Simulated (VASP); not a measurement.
Write the native input for VASP 6.6.1 that does the following.

```
Task                   : single point
Functional             : PBEsol
Potentials or basis    : VASP PAW PBE potentials, release 64 (Pd)
Cutoff                 : 520 eV
k mesh                 : 8 × 8 × 8
Occupations            : gaussian, width 0.1 eV
Spin                   : no spin polarisation
Dipole correction      : no
Further INCAR settings : ALGO = Fast; EDIFF = 1e-06; NBANDS = 11
```

The structure of Pd lies in POSCAR:

```
Pd
1.0
    0.0000000000      1.9586507900      1.9586507900
    1.9586507900      0.0000000000      1.9586507900
    1.9586507900      1.9586507900      0.0000000000
Pd
1
Direct
    0.0000000000      0.0000000000      0.0000000000
```

The input as run:

INCAR

```
SYSTEM = Pd
ALGO = Fast
EDIFF = 1E-6
ENCUT = 520
GGA = PS
ISIF = 2
ISMEAR = 0
LASPH = .TRUE.
LCHARG = .FALSE.
LREAL = .FALSE.
LWAVE = .FALSE.
NBANDS = 11
NELM = 60
PREC = Accurate
SIGMA = 0.1
```

KPOINTS

```
k-points
0
G
  8 8 8
  0 0 0
```

Potentials or basis: VASP PAW PBE potentials, release 64 (Pd).

Launch:

```bash
$ cat potpaw_PBE.64/Pd/POTCAR > POTCAR
$ mpirun -np 1 vasp_std > vasp.out
```

It gave:

```yaml
Pressure: -5.5 GPa
Band_gap_on_the_k_mesh: zero (bands 5 and 6 overlap by 1.55 eV)
```

Caveat: the cell stands under tension; the PAW data sets were made with another functional, which shifts forces and pressure a little.

Run time: 8.1 s on 1 thread of Intel Xeon 8259CL, with other jobs on the host, peak memory 0.14 GiB.
